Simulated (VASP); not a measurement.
Crystal: Tl.

```
Tl
1.0
     4.85000    0.00000    0.00000
     0.00000    4.85000    0.00000
     0.00000    0.00000    4.85000
Tl
4
Direct
  0.00000 0.00000 0.00000
  0.00000 0.50000 0.50000
  0.50000 0.00000 0.50000
  0.50000 0.50000 0.00000
```

* Program: VASP 6.6.1
* Task: relaxation of cell and atoms
* Functional: PBE
* Potentials or basis: VASP PAW PBE potentials, release 64 (Tl_d)
* Cutoff: 600 eV
* k mesh: 5 × 5 × 5
* Occupations: fermi-dirac, width 0.1 eV
* Spin: no spin polarisation

At the start: pressure 3.0 GPa; volume 28.52 Å³/atom.

**Question.** How do energy, volume and symmetry change on relaxing?

**Answer.** Over 3 steps the energy falls by 24.1 meV/atom and the volume is 31.37 Å³/atom (+10.0 %); space group Fm-3m (No. 225, to 0.05 Å).

Step by step:
```tsv
step	energy change (eV)	largest force (eV/Å)	pressure (GPa)	volume (Å³)
1	0.0000	0.0000	3.04	114.08
2	-0.0938	0.0000	0.43	123.27
3	-0.0965	0.0000	-0.02	125.46
```

Final structure:
```
Tl
1.0
     5.00619    0.00000    0.00000
     0.00000    5.00619    0.00000
     0.00000    0.00000    5.00619
Tl
4
Cartesian
  0.0000 0.0000 0.0000
  0.0000 2.5031 2.5031
  2.5031 0.0000 2.5031
  2.5031 2.5031 0.0000
```
